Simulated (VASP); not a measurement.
# RbBi2 (Fd-3m) in VASP: relaxation of volume and atoms at fixed shape with LDA

Aim: the relaxation of volume and atoms at fixed shape of RbBi2 with LDA.

Program: VASP 6.6.1. These are calculated values, not measurements. Logs are shortened: lines on timing, memory, paths and dates and some standing lists are left out, and cuts for length are marked.

## Step 1: The cell of the first run

The structure is cubic, space group Fd-3m (No. 227). The conventional cell has a = 9.603 Å, b = 9.603 Å, c = 9.603 Å, α = 90.00°, β = 90.00°, γ = 90.00°. Rb (site symmetry -43m) has 12 Bi at 3.98 Å and 4 Rb at 4.16 Å within 5.2 Å. Within 4.5 Å of Bi (site symmetry -3m) lie 6 Bi at 3.40 Å and 6 Rb at 3.98 Å.

## Step 2: Relaxation of volume and atoms at fixed shape, LDA

The input, INCAR:

```
SYSTEM = RbBi2
  PREC = Accurate
  ENCUT = 600
  EDIFF = 1E-6
  ISMEAR = 0
  SIGMA = 0.1
  LREAL = .FALSE.
  LASPH = .TRUE.
  NELM = 60
  ALGO = Normal
  ISIF = 8
  LWAVE = .FALSE.
  LCHARG = .FALSE.
  GGA = CA
  IBRION = 2
  NSW = 80
  EDIFFG = -0.01
```

The input, KPOINTS:

```
Automatic mesh
0
G
  4 4 4
  0 0 0
```

The input, POSCAR:

```
RbBi2
1.0
    0.0000000000      4.8013940000      4.8013940000
    4.8013940000      0.0000000000      4.8013940000
    4.8013940000      4.8013940000      0.0000000000
Rb Bi
2 4
Direct
    0.5000000000      0.5000000000      0.5000000000
    0.7500000000      0.7500000000      0.7500000000
    0.6250000000      0.1250000000      0.1250000000
    0.1250000000      0.1250000000      0.1250000000
    0.1250000000      0.1250000000      0.6250000000
    0.1250000000      0.6250000000      0.1250000000
```

Potentials or basis: VASP PAW LDA potentials, release 64 (Rb_sv, Bi_d).

On the command line:

```console
> cat potpaw_LDA.64/Rb_sv/POTCAR potpaw_LDA.64/Bi_d/POTCAR > POTCAR
> mpirun -np 1 vasp_std > vasp.out
```

OUTCAR:

```text
SYSTEM = RbBi2
   PREC = Accurate
   ENCUT = 600
   EDIFF = 1E-6
   ISMEAR = 0
   LREAL = .FALSE.
   LASPH = .TRUE.
   NELM = 60
   ISIF = 8
   GGA = CA
   IBRION = 2
   NSW = 80
   EDIFFG = -0.01

 ion  position               nearest neighbor table
   1  0.500  0.500  0.500-   4 3.98   3 3.98   5 3.98   6 3.98   4 3.98   5 3.98   3 3.98   4 3.98
                             6 3.98   5 3.98   6 3.98   3 3.98   2 4.16   2 4.16   2 4.16   2 4.16
   2  0.750  0.750  0.750-   3 3.98   5 3.98   6 3.98   4 3.98   3 3.98   6 3.98   3 3.98   4 3.98
                             5 3.98   4 3.98   5 3.98   6 3.98   1 4.16   1 4.16   1 4.16   1 4.16
   3  0.625  0.125  0.125-   4 3.40   5 3.40   6 3.40   4 3.40   5 3.40   6 3.40   1 3.98   2 3.98
                             2 3.98   1 3.98   2 3.98   1 3.98
   4  0.125  0.125  0.125-   3 3.40   5 3.40   6 3.40   5 3.40   6 3.40   3 3.40   1 3.98   2 3.98
                             1 3.98   2 3.98   1 3.98   2 3.98
   5  0.125  0.125  0.625-   4 3.40   3 3.40   4 3.40   6 3.40   6 3.40   3 3.40   1 3.98   2 3.98
                             1 3.98   2 3.98   1 3.98   2 3.98
   6  0.125  0.625  0.125-   4 3.40   5 3.40   3 3.40   4 3.40   5 3.40   3 3.40   1 3.98   2 3.98
                             1 3.98   2 3.98   1 3.98   2 3.98

  LATTYP: Found a face centered cubic cell.
 ALAT       =     9.6027880000

  Lattice vectors:

 A1 = (   0.0000000000,   4.8013940000,   4.8013940000)
 A2 = (   4.8013940000,   0.0000000000,   4.8013940000)
 A3 = (   4.8013940000,   4.8013940000,   0.0000000000)

Analysis of symmetry for initial positions (statically):
=====================================================================
 Subroutine PRICEL returns:
 Original cell was already a primitive cell.

 Routine SETGRP: Setting up the symmetry group for a
 face centered cubic supercell.

 Subroutine GETGRP returns: Found 48 space group operations
 (whereof 24 operations were pure point group operations)
 out of a pool of 48 trial point group operations.

The static configuration has the point symmetry T_d .
 The point group associated with its full space group is O_h .

Analysis of symmetry for dynamics (positions and initial velocities):
=====================================================================
 Subroutine PRICEL returns:
 Original cell was already a primitive cell.

 Routine SETGRP: Setting up the symmetry group for a
 face centered cubic supercell.

 Subroutine GETGRP returns: Found 48 space group operations
 (whereof 24 operations were pure point group operations)
 out of a pool of 48 trial point group operations.

The dynamic configuration has the point symmetry T_d .
 The point group associated with its full space group is O_h .

 Subroutine INISYM returns: Found 48 space group operations
 (whereof 24 operations are pure point group operations),
 and found     1 'primitive' translations

----------------------------------------------------------------------------------------
[... 76 lines left out ...]
   ISTART =      0    job   : 0-new  1-cont  2-samecut
   ICHARG =      2    charge: 1-file 2-atom 10-const
   ISPIN  =      1    spin polarized calculation?
   LNONCOLLINEAR =      F non collinear calculations
   LSORBIT =      F    spin-orbit coupling
   LASPH  =      T    aspherical Exc in radial PAW
   ENCUT  =  600.0 eV  44.10 Ry    6.64 a.u.  13.56 13.56 13.56*2*pi/ulx,y,z
   NELM   =     60;   NELMIN=  2; NELMDL= -5     # of ELM steps
   EDIFF  = 0.1E-05   stopping-criterion for ELM
   LREAL  =      F    real-space projection
   EDIFFG = -.1E-01   stopping-criterion for IOM
   NSW    =     80    number of steps for IOM
   IBRION =      2    ionic relax: 0-MD 1-quasi-New 2-CG
   NFREE  =      1    steps in history (QN), initial steepest desc. (CG)
   ISIF   =      8    stress and relaxation
   ISYM   =      2    0-nonsym 1-usesym 2-fastsym
   POTIM  = 0.5000    time-step for ionic-motion
   TEBEG  =    0.0;   TEEND  =   0.0 temperature during run
   PSTRESS=    0.0 pullay stress
   NELECT =      78.0000    total number of electrons
   NUPDOWN=      -1.0000    fix difference up-down
   EMIN   =  10.00;   EMAX   =-10.00  energy-range for DOS
   EFERMI =   0.00;   METHOD = LEGACY
   ISMEAR =     0;   SIGMA  =   0.10  broadening in eV -4-tet -1-fermi 0-gaus
   EFERMI_NEDOS =   21; number of points for ismear=-14 and -15
   IALGO  =     38    algorithm
   IMIX   =      4    mixing-type and parameters
     AMIX     =   0.40;   BMIX     =  1.00
     AMIX_MAG =   1.60;   BMIX_MAG =  1.00
  volume/ion in A,a.u.               =      36.90       248.99
  Fermi-wavevector in a.u.,A,eV,Ry     =   1.156278  2.185049 18.190709  1.336979
  Thomas-Fermi vector in A             =   2.292900
   LORBIT       =      0    0 simple, 1 ext, 2 COOP (PROOUT), +10 PAW based schemes
   GGA     = CA    functional components
   LHFCALC =     F    Hartree Fock is set to
   AEXX    =    0.0000 exact exchange contribution
   IVDW    =     0    specifies the selected vdW correction
   LEPSILON=     F    determine dielectric tensor
   LRPA    =     F    only Hartree local field effects (RPA)
 conjugate gradient relaxation of ions
 non-spin polarized calculation
 Gauss-broadening in eV      SIGMA  =   0.10
  energy-cutoff  :      600.00
  volume of cell :      221.38
 maximum number of plane-waves:      7424
   NGX = 27   NGY = 27   NGZ = 27

--------------------------------------- Ionic step        1  -------------------------------------------

 number of electron      77.9999989 magnetization

 Free energy of the ion-electron system (eV)
  ---------------------------------------------------
  ext. energy  EPLUGINS =         0.00000000
  ---------------------------------------------------
  free energy    TOTEN  =       -22.40502367 eV

  energy without entropy =      -22.35759936  energy(sigma->0) =      -22.38131152

 E-fermi :   3.9406     XC(G=0):  -9.2172

 val. band max:        3.9340652056   @ k =   0.5000   0.5000   0.0000
 cond. band min:       3.9533156189   @ k =   0.5000   0.2500   0.0000
 fundamental gap:      0.0192504133
 Fermi energy:         3.9406308599

 k-point     1 :       0.0000    0.0000    0.0000
  band No.  band energies     occupation
      1     -23.0805      2.00000
      2     -23.0437      2.00000
      3     -18.3409      2.00000
      4     -18.2746      2.00000
      5     -18.2746      2.00000
      6     -18.2746      2.00000
[... 460 lines left out ...]
--------------------------------------- Ionic step        3  -------------------------------------------

 number of electron      77.9999998 magnetization

 Free energy of the ion-electron system (eV)
  ---------------------------------------------------
  ext. energy  EPLUGINS =         0.00000000
  ---------------------------------------------------
  free energy    TOTEN  =       -22.46696576 eV

  energy without entropy =      -22.41549312  energy(sigma->0) =      -22.44122944

 E-fermi :   4.3615     XC(G=0):  -9.4468

 val. band max:        4.3384951797   @ k =   0.5000   0.5000   0.0000
 cond. band min:       4.3650564370   @ k =   0.5000   0.2500   0.0000
 fundamental gap:      0.0265612573
 Fermi energy:         4.3615158004

 k-point     1 :       0.0000    0.0000    0.0000
  band No.  band energies     occupation
      1     -22.6156      2.00000
      2     -22.5695      2.00000
      3     -17.9447      2.00000
      4     -17.8649      2.00000
      5     -17.8649      2.00000
      6     -17.8649      2.00000
[... 414 lines left out ...]
  FREE ENERGIE OF THE ION-ELECTRON SYSTEM (eV)
  ---------------------------------------------------
  free  energy   TOTEN  =       -22.4669657560 eV

  energy  without entropy=      -22.4154931162  energy(sigma->0) =      -22.44122944

 reached required accuracy - stopping structural energy minimisation
```

OSZICAR:

```text
N       E                     dE             d eps       ncg     rms          rms(c)
DAV:   1     0.955417775322E+03    0.95542E+03   -0.41755E+04   736   0.203E+03
[... 25 lines left out ...]
DAV:   1    -0.224762750586E+02   -0.95559E-02   -0.26205E-01   886   0.488E+00    0.486E-01
DAV:   2    -0.224684884021E+02    0.77867E-02   -0.16323E-02   896   0.121E+00    0.205E-01
DAV:   3    -0.224669430595E+02    0.15453E-02   -0.67401E-03   918   0.731E-01    0.238E-02
DAV:   4    -0.224669588945E+02   -0.15835E-04   -0.34823E-04   948   0.102E-01    0.131E-02
DAV:   5    -0.224669646153E+02   -0.57208E-05   -0.28693E-05  1070   0.355E-02    0.103E-02
DAV:   6    -0.224669659452E+02   -0.13298E-05   -0.91705E-06   730   0.178E-02    0.333E-03
DAV:   7    -0.224669657560E+02    0.18922E-06   -0.11537E-06   520   0.544E-03
   3 F= -.22466966E+02 E0= -.22441229E+02  d E =-.619421E-01
```

CONTCAR:

```text
RbBi2
   1.00000000000000
     0.0000000000000000    4.7178830773214928    4.7178830773214928
     4.7178830773214928    0.0000000000000000    4.7178830773214928
     4.7178830773214928    4.7178830773214928    0.0000000000000000
  Rb              Bi
     2     4
Direct
     0.5000000000000000    0.5000000000000000    0.5000000000000000
     0.7500000000000000    0.7500000000000000    0.7500000000000000
     0.6250000000000000    0.1250000000000000    0.1250000000000000
     0.1250000000000000    0.1250000000000000    0.1250000000000000
     0.1250000000000000    0.1250000000000000    0.6250000000000000
     0.1250000000000000    0.6250000000000000    0.1250000000000000

  0.00000000E+00  0.00000000E+00  0.00000000E+00
  0.00000000E+00  0.00000000E+00  0.00000000E+00
  0.00000000E+00  0.00000000E+00  0.00000000E+00
  0.00000000E+00  0.00000000E+00  0.00000000E+00
  0.00000000E+00  0.00000000E+00  0.00000000E+00
  0.00000000E+00  0.00000000E+00  0.00000000E+00
```

Run time: 5.2 min. Hardware: 1 thread of Intel Xeon Platinum 8488C (Sapphire Rapids), shared host; peak memory 0.36 GiB.

Results:

| Property | Result |
| --- | --- |
| Free energy | -22.4670 eV |
| Relaxed volume | 35.00 Å³/atom |
| Relaxed cell | a = 6.672 Å, b = 6.672 Å, c = 6.672 Å, α = 60.00°, β = 60.00°, γ = 60.00° |
| Space group after relaxing (to 0.1 Å) | Fd-3m (No. 227) |
| Energy gained by relaxing | 10.3 meV/atom |
| Ionic steps | 3 |
| Pressure after relaxing | 0.0 GPa |
| Band gap on the k mesh | zero (bands 39 and 40 overlap by 1.98 eV) |

Step by step:
```
step  energy change (eV)  largest force (eV/Å)  pressure (GPa)  volume (Å³)
   1              0.0000                0.0000           -1.66       221.38
   2             -0.0617                0.0000            0.12       209.33
   3             -0.0619                0.0000           -0.01       210.03
```

Final structure:
```
CELL_PARAMETERS angstrom
0.00000 4.71788 4.71788
4.71788 0.00000 4.71788
4.71788 4.71788 0.00000
ATOMIC_POSITIONS crystal
Rb 0.50000 0.50000 0.50000
Rb 0.75000 0.75000 0.75000
Bi 0.62500 0.12500 0.12500
Bi 0.12500 0.12500 0.12500
Bi 0.12500 0.12500 0.62500
Bi 0.12500 0.62500 0.12500
```

Levels at points of the mesh, in eV from the Fermi level:
| k point | band 34 | band 35 | band 36 | band 37 | band 38 | band 39 | band 40 | band 41 | band 42 | band 43 |
| --- | --- | --- | --- | --- | --- | --- | --- | --- | --- | --- |
| (0.00, 0.00, 0.00) | -2.73 | -2.73 | -2.73 | -1.83 | -1.83 | 1.57 | 3.48 | 3.48 | 3.48 | 4.04 |
| (0.50, 0.00, 0.00) | -2.21 | -2.21 | -1.04 | -0.37 | -0.37 | 0.01 | 0.01 | 0.15 | 2.45 | 3.62 |
| (0.50, 0.50, 0.00) | -2.99 | -0.52 | -0.52 | -0.41 | -0.41 | -0.02 | -0.02 | 0.04 | 0.04 | 4.03 |

Caveat: spin-orbit coupling is left out, which moves the levels of the heavy elements.

The gap in the log of VASP goes by the Fermi energy; the results here count the filled bands.